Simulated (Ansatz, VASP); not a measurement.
Two plane-wave programs on GaP

```
Ga P
1.0
     0.00000    2.72581    2.72581
     2.72581    0.00000    2.72581
     2.72581    2.72581    0.00000
Ga P
1 1
Direct
  0.00000 0.00000 0.00000
  0.25000 0.25000 0.25000
```

Alike in both runs: task single point; functional PBEsol; k mesh 6 × 6 × 6; occupations gaussian, width 0.1 eV; no spin polarisation.

```csv
,VASP,Ansatz
version,VASP 6.6.1,Ansatz 0.2.0
potentials or method,"VASP PAW PBE potentials, release 64 (Ga_d, P), cutoff 500 eV","scalar-relativistic, plane waves, PAW"
valence electrons in the cell,18,18
```

```tsv
	VASP	Ansatz	Ansatz less VASP
gap on the k mesh at the Fermi level (eV)	1.51	1.51	-0.002
least direct gap on the mesh (eV)	1.74	1.74	-0.006
pressure (GPa)	-0.7	-0.6	+0.10
```

VASP's potentials were made for PBE, not for PBEsol.
